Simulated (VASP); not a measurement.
# Zr3S2 (R32) in VASP: notebook, part 2 of 2

VASP 6.6.1. Earlier steps stand in the parts before.

### Step 3. Single point, PBEsol (strain +0.000 along x and y, +0.025 along z)

Input file INCAR:

```
  PREC = Accurate
  ENCUT = 520
  EDIFF = 1E-6
  ISMEAR = 0
  SIGMA = 0.15
  LREAL = False
  LASPH = True
  NELM = 60
  ALGO = Fast
  ISIF = 2
  LWAVE = False
  LCHARG = False
  GGA = PS
  NBANDS = 32
```

Input file KPOINTS:

```
regular mesh
0
Gamma
  12 12 12
```

Input file POSCAR:

```
Zr3S2
1.0
    2.8645729427      1.6538619596      3.5205651416
   -2.8645729427      1.6538619596      3.5205651416
    0.0000000000     -3.3077239191      3.5205651416
Zr S
3 2
Direct
    0.1618381745      0.8381618255      0.5000000000
    0.5000000000      0.1618381745      0.8381618255
    0.8381618255      0.5000000000      0.1618381745
    0.3349612447      0.3349612447      0.3349612447
    0.6650387553      0.6650387553      0.6650387553
```

Potentials or basis: VASP PAW PBE potentials, release 64 (Zr_sv, S).

The run is started by

```console
$ cat potpaw_PBE.64/Zr_sv/POTCAR potpaw_PBE.64/S/POTCAR > POTCAR
$ mpirun -np 1 vasp_std > vasp.out
```

OUTCAR:

```text
PREC = Accurate
   ENCUT = 520
   EDIFF = 1E-6
   ISMEAR = 0
   LREAL = False
   LASPH = True
   NELM = 60
   ISIF = 2
   GGA = PS

 ion  position               nearest neighbor table
   1  0.162  0.838  0.500-   4 2.60   5 2.60   5 2.61   4 2.61   2 3.28   3 3.28   3 3.28   2 3.28
                             3 3.36   2 3.36   2 3.52   3 3.52
   2  0.500  0.162  0.838-   4 2.60   5 2.60   4 2.61   5 2.61   1 3.28   1 3.28   3 3.28   3 3.28
                             3 3.36   1 3.36   1 3.52   3 3.52
   3  0.838  0.500  0.162-   5 2.60   4 2.60   5 2.61   4 2.61   1 3.28   1 3.28   2 3.28   2 3.28
                             2 3.36   1 3.36   1 3.52   2 3.52
   4  0.335  0.335  0.335-   2 2.60   3 2.60   1 2.60   2 2.61   1 2.61   3 2.61
   5  0.665  0.665  0.665-   3 2.60   2 2.60   1 2.60   3 2.61   1 2.61   2 2.61

  LATTYP: Found a trigonal (rhomboedric) cell.
 ALAT       =     4.8306745328
 COS(alpha) =     0.2967103746

  Lattice vectors:

 A1 = (   2.8645729427,   1.6538619596,   3.5205651416)
 A2 = (  -2.8645729427,   1.6538619596,   3.5205651416)
 A3 = (   0.0000000000,  -3.3077239191,   3.5205651416)

Analysis of symmetry for initial positions (statically):
=====================================================================
 Subroutine PRICEL returns:
 Original cell was already a primitive cell.

 Routine SETGRP: Setting up the symmetry group for a
 trigonal (rhombohedral) supercell.

 Subroutine GETGRP returns: Found  6 space group operations
 (whereof  6 operations were pure point group operations)
 out of a pool of 12 trial point group operations.

The static configuration has the point symmetry D_3 .

Analysis of symmetry for dynamics (positions and initial velocities):
=====================================================================
 Subroutine PRICEL returns:
 Original cell was already a primitive cell.

 Routine SETGRP: Setting up the symmetry group for a
 trigonal (rhombohedral) supercell.

 Subroutine GETGRP returns: Found  6 space group operations
 (whereof  6 operations were pure point group operations)
 out of a pool of 12 trial point group operations.

The dynamic configuration has the point symmetry D_3 .

 Subroutine INISYM returns: Found  6 space group operations
 (whereof  6 operations are pure point group operations),
 and found     1 'primitive' translations

----------------------------------------------------------------------------------------

                                     Primitive cell

  volume of cell :     100.0744

  direct lattice vectors                    reciprocal lattice vectors
     2.864572943  1.653861960  3.520565142     0.174546088  0.100774231  0.094681768
    -2.864572943  1.653861960  3.520565142    -0.174546088  0.100774231  0.094681768
     0.000000000 -3.307723919  3.520565142     0.000000000 -0.201548461  0.094681768

  length of vectors
     4.830674533  4.830674533  4.830674533     0.222680083  0.222680083  0.222680083

  position of ions in fractional coordinates (direct lattice)
     0.161838174  0.838161826  0.500000000
     0.500000000  0.161838174  0.838161826
     0.838161826  0.500000000  0.161838174
     0.334961245  0.334961245  0.334961245
     0.665038755  0.665038755  0.665038755

  ion indices of the primitive-cell ions
   primitive index   ion index
[... 35 lines left out ...]
  0.083333  0.000000  0.000000      6.000000
  0.166667  0.000000 -0.000000      6.000000
  0.250000 -0.000000 -0.000000      6.000000
  0.333333 -0.000000 -0.000000      6.000000
  0.416667 -0.000000  0.000000      6.000000
[... 16 lines left out ...]
  0.500000  0.166667  0.000000     12.000000
 -0.416667  0.166667 -0.000000     12.000000
 [... further k-points ...]
   k-points           NKPTS =    189   k-points in BZ     NKDIM =    189   number of bands    NBANDS=     32
   number of dos      NEDOS =    301   number of ions     NIONS =      5
   total plane-waves  NPLWV =  46656
   dimension x,y,z NGX =    36 NGY =   36 NGZ =   36
   dimension x,y,z NGXF=    72 NGYF=   72 NGZF=   72
   ions per type =               3   2
   NGX,Y,Z   is equivalent  to a cutoff of  12.39, 12.39, 12.39 a.u.
   NGXF,Y,Z  is equivalent  to a cutoff of  24.78, 24.78, 24.78 a.u.
 SYSTEM =  unknown system
   PREC   = accura    normal or accurate (medium, high low for compatibility)
   ISTART =      0    job   : 0-new  1-cont  2-samecut
   ICHARG =      2    charge: 1-file 2-atom 10-const
   ISPIN  =      1    spin polarized calculation?
   LNONCOLLINEAR =      F non collinear calculations
   LSORBIT =      F    spin-orbit coupling
   LASPH  =      T    aspherical Exc in radial PAW
   ENCUT  =  520.0 eV  38.22 Ry    6.18 a.u.   8.98  8.98  8.98*2*pi/ulx,y,z
   NELM   =     60;   NELMIN=  2; NELMDL= -5     # of ELM steps
   EDIFF  = 0.1E-05   stopping-criterion for ELM
   LREAL  =      F    real-space projection
   EDIFFG = 0.1E-04   stopping-criterion for IOM
   NSW    =      0    number of steps for IOM
   IBRION =     -1    ionic relax: 0-MD 1-quasi-New 2-CG
   NFREE  =      0    steps in history (QN), initial steepest desc. (CG)
   ISIF   =      2    stress and relaxation
   ISYM   =      2    0-nonsym 1-usesym 2-fastsym
   POTIM  = 0.5000    time-step for ionic-motion
   TEBEG  =    0.0;   TEEND  =   0.0 temperature during run
   PSTRESS=    0.0 pullay stress
   NELECT =      48.0000    total number of electrons
   NUPDOWN=      -1.0000    fix difference up-down
   EMIN   =  10.00;   EMAX   =-10.00  energy-range for DOS
   EFERMI =   0.00;   METHOD = LEGACY
   ISMEAR =     0;   SIGMA  =   0.15  broadening in eV -4-tet -1-fermi 0-gaus
   EFERMI_NEDOS =   21; number of points for ismear=-14 and -15
   IALGO  =     68    algorithm
   IMIX   =      4    mixing-type and parameters
     AMIX     =   0.40;   BMIX     =  1.00
     AMIX_MAG =   1.60;   BMIX_MAG =  1.00
  volume/ion in A,a.u.               =      20.01       135.07
  Fermi-wavevector in a.u.,A,eV,Ry     =   1.281487  2.421660 22.343621  1.642210
  Thomas-Fermi vector in A             =   2.413854
   LORBIT       =      0    0 simple, 1 ext, 2 COOP (PROOUT), +10 PAW based schemes
   GGA     = PS    functional components
   LHFCALC =     F    Hartree Fock is set to
   AEXX    =    0.0000 exact exchange contribution
   IVDW    =     0    specifies the selected vdW correction
   LEPSILON=     F    determine dielectric tensor
   LRPA    =     F    only Hartree local field effects (RPA)
 non-spin polarized calculation
 RMM-DIIS sequential band-by-band and
 Gauss-broadening in eV      SIGMA  =   0.15
  energy-cutoff  :      520.00
  volume of cell :      100.07
 maximum number of plane-waves:      2740
   NGX = 17   NGY = 17   NGZ = 17

 number of electron      48.0000000 magnetization

 Free energy of the ion-electron system (eV)
  ---------------------------------------------------
  ext. energy  EPLUGINS =         0.00000000
  ---------------------------------------------------
  free energy    TOTEN  =       -41.91374006 eV

  energy without entropy =      -41.88679666  energy(sigma->0) =      -41.90026836

 E-fermi :   8.9323     XC(G=0): -11.1216

 val. band max:        8.9321661572   @ k =   0.5000   0.5000   0.0833
 cond. band min:       8.9359454894   @ k =   0.3333   0.2500   0.2500
 fundamental gap:      0.0037793323
 Fermi energy:         8.9323042881

 k-point     1 :       0.0000    0.0000    0.0000
  band No.  band energies     occupation
      1     -40.0196      2.00000
      2     -39.9303      2.00000
      3     -39.9303      2.00000
      4     -18.2327      2.00000
      5     -18.2172      2.00000
      6     -18.2172      2.00000
[... 829 lines left out ...]
     31      12.0745      0.00000
     32      12.5923      0.00000

 [... further k-points ...]

------------------------ aborting loop because EDIFF is reached ----------------------------------------

  FORCE on cell =-STRESS in cart. coord.  units (eV):
  Direction    XX          YY          ZZ          XY          YZ          ZX
  --------------------------------------------------------------------------------------
  -------------------------------------------------------------------------------------
  Total       -1.3706528     -1.3706528     -3.0630666      0.0000000     -0.0000000      0.0000000
  in kB      -21.9439727    -21.9439727    -49.0392979      0.0000000     -0.0000000      0.0000000
  external PRESSURE =     -30.9757478 kB  Pullay stress =       0.0000000 kB

 VOLUME and BASIS-vectors are now :
 -----------------------------------------------------------------------------
  energy-cutoff  :      520.00
  volume of cell :      100.07
      direct lattice vectors                 reciprocal lattice vectors
     2.864572943  1.653861960  3.520565142     0.174546088  0.100774231  0.094681768
    -2.864572943  1.653861960  3.520565142    -0.174546088  0.100774231  0.094681768
     0.000000000 -3.307723919  3.520565142     0.000000000 -0.201548461  0.094681768

 POSITION                                       TOTAL-FORCE (eV/Angst)
 -----------------------------------------------------------------------------------
     -1.93738      0.00000      5.28085         0.025336     -0.000000     -0.000000
      0.96869     -1.67782      5.28085        -0.012668      0.021941      0.000000
      0.96869      1.67782      5.28085        -0.012668     -0.021941      0.000000
      0.00000      0.00000      3.53776        -0.000000     -0.000000     -0.009295
      0.00000      0.00000      7.02394        -0.000000      0.000000      0.009295
 -----------------------------------------------------------------------------------
    total drift:                               -0.000000     -0.000000      0.000000

  FREE ENERGIE OF THE ION-ELECTRON SYSTEM (eV)
  ---------------------------------------------------
  free  energy   TOTEN  =       -41.9137400633 eV

  energy  without entropy=      -41.8867966635  energy(sigma->0) =      -41.90026836
```

OSZICAR:

```text
N       E                     dE             d eps       ncg     rms          rms(c)
DAV:   1     0.441781968523E+03    0.44178E+03   -0.24853E+04 12112   0.147E+03
DAV:   2    -0.671008131183E+01   -0.44849E+03   -0.43251E+03 14232   0.410E+02
DAV:   3    -0.410231942989E+02   -0.34313E+02   -0.33503E+02 19192   0.902E+01
DAV:   4    -0.437769507666E+02   -0.27538E+01   -0.27417E+01 18160   0.224E+01
[... 13 lines left out ...]
RMM:  18    -0.419138045682E+02   -0.11846E-04   -0.49058E-05 20152   0.266E-02    0.917E-02
RMM:  19    -0.419137844827E+02    0.20086E-04   -0.27405E-05 20531   0.226E-02    0.785E-02
RMM:  20    -0.419137371921E+02    0.47291E-04   -0.21736E-04 22185   0.605E-02    0.144E-02
RMM:  21    -0.419137392446E+02   -0.20525E-05   -0.23689E-05 20767   0.223E-02    0.853E-03
RMM:  22    -0.419137400633E+02   -0.81874E-06   -0.75363E-06 15188   0.107E-02
   1 F= -.41913740E+02 E0= -.41900268E+02  d E =-.269434E-01
```

stdout:

```text
POSCAR found type information on POSCAR ZrS
 POSCAR found :  2 types and       5 ions
 scaLAPACK will be used
 -----------------------------------------------------------------------------
|                                                                             |
|                                                                             |
|     You enforced a specific xc type in the INCAR file but a different       |
[... 51 lines left out ...]
WARNING in EDDRMM: call to ZHEGV failed, returncode =   8  4      8
WARNING in EDDRMM: call to ZHEGV failed, returncode =   6  3      5
WARNING in EDDRMM: call to ZHEGV failed, returncode =   8  4      7
WARNING in EDDRMM: call to ZHEGV failed, returncode =   8  4      7
WARNING in EDDRMM: call to ZHEGV failed, returncode =   8  4      9
WARNING in EDDRMM: call to ZHEGV failed, returncode =   6  3     20
WARNING in EDDRMM: call to ZHEGV failed, returncode =   6  3     21
```

Wall time 14 min (1 thread of Oxide Virtual Turin-like, shared host); peak memory 0.52 GiB.

What came out:

```
Free energy            : -41.9137 eV
Pressure               : -3.1 GPa
Largest force          : 0.025 eV/Å
Band gap on the k mesh : zero (bands 24 and 25 overlap by 0.33 eV)
```

Forces on the atoms (eV/Å):
```
Zr   0.025  0.000  0.000
Zr  -0.013  0.022  0.000
Zr  -0.013 -0.022  0.000
S    0.000  0.000 -0.009
S    0.000  0.000  0.009
```

Stress tensor (GPa, compression positive):
```
-2.19  0.00  0.00
 0.00 -2.19  0.00
 0.00  0.00 -4.90
```

Caveat: the cell differs from its parent crystal (strain +0.000 along x and y, +0.025 along z); the cell stands under tension; the PAW data sets were made with another functional, which shifts forces and pressure a little.

### Step 4. Single point, PBEsol (strain +0.050 along x and y, -0.050 along z)

Input file INCAR:

```
SYSTEM = Zr3S2
PREC = Accurate
ENCUT = 520
EDIFF = 1E-7
ISMEAR = 0
SIGMA = 0.15
LREAL = .FALSE.
LASPH = .TRUE.
NELM = 80
ALGO = Fast
ISIF = 2
LWAVE = .FALSE.
LCHARG = .TRUE.
GGA = PS
LELF = .TRUE.
LVHAR = .TRUE.
NBANDS = 32
```

Input file KPOINTS:

```
Automatic mesh
0
G
  12 12 12
  0 0 0
```

Changes to POSCAR since step 3:

```diff
@@ -2,5 +2,5 @@
 1.0
-    2.8645729427      1.6538619596      3.5205651416
-   -2.8645729427      1.6538619596      3.5205651416
-    0.0000000000     -3.3077239191      3.5205651416
+    3.0078015898      1.7365550576      3.2629628141
+   -3.0078015898      1.7365550576      3.2629628141
+    0.0000000000     -3.4731101151      3.2629628142
 Zr S
```

The run is started by

```console
$ cat potpaw_PBE.64/Zr_sv/POTCAR potpaw_PBE.64/S/POTCAR > POTCAR
$ mpirun -np 1 vasp_std > vasp.out
```

Run time: 25 min. Hardware: 1 thread of Oxide Virtual Turin-like, shared host; peak memory 0.53 GiB.

The run converged. Its results:

```
Free energy            : -41.6823 eV
Pressure               : -4.3 GPa
Largest force          : 0.215 eV/Å
Band gap on the k mesh : zero (bands 24 and 25 overlap by 0.25 eV)
```

Forces on the atoms (eV/Å):
```
Zr   0.215  0.000  0.000
Zr  -0.107  0.186  0.000
Zr  -0.107 -0.186  0.000
S    0.000  0.000 -0.147
S    0.000  0.000  0.147
```

Stress tensor (GPa, compression positive):
```
-7.31  0.00  0.00
 0.00 -7.31  0.00
 0.00  0.00  1.63
```

Levels at points of the mesh, in eV from the Fermi level:
```csv
k point,band 21,band 22,band 23,band 24,band 25,band 26,band 27,band 28
"(0.00, 0.00, 0.00)",-2.45,-1.97,0.14,0.14,0.74,0.74,2.51,2.79
"(0.50, 0.00, 0.00)",-1.17,-0.99,-0.89,-0.79,-0.02,1.17,1.66,1.91
"(0.50, 0.50, 0.00)",-1.86,-1.42,-0.71,-0.13,0.41,0.71,1.65,1.82
"(0.50, 0.50, 0.50)",-0.66,-0.42,-0.42,0.07,0.22,0.22,1.00,1.00
```

Caveat: the cell differs from its parent crystal (strain +0.050 along x and y, -0.050 along z); the stress differs along the axes, from -7 to 2 GPa; the PAW data sets were made with another functional, which shifts forces and pressure a little.

### Step 5. Summary

```csv
cell,gap on the mesh (eV),pressure (GPa),largest force (eV/Å)
"a = 4.707 Å, angles 75.0°, 5 atoms",none,3.9,0.06
"a = 4.831 Å, angles 72.7°, 5 atoms",none,-3.1,0.03
"a = 4.765 Å, angles 78.3°, 5 atoms",none,-4.3,0.21
```

Alike in all rows: task single point; level PBEsol; potentials or basis VASP PAW PBE potentials, release 64 (Zr_sv, S); no spin polarisation; k mesh 12 × 12 × 12; cutoff (eV) 520; smearing gaussian 0.15 eV.

Caveats: the PAW data sets were made with another functional, which shifts forces and pressure a little; the cell stands under pressure (at least some runs); the cell stands under tension (at least some runs); the stress differs along the axes, from -7 to 2 GPa (at least some runs).

Total energies depend on the potentials used, so only differences within one code and one set of settings carry meaning.
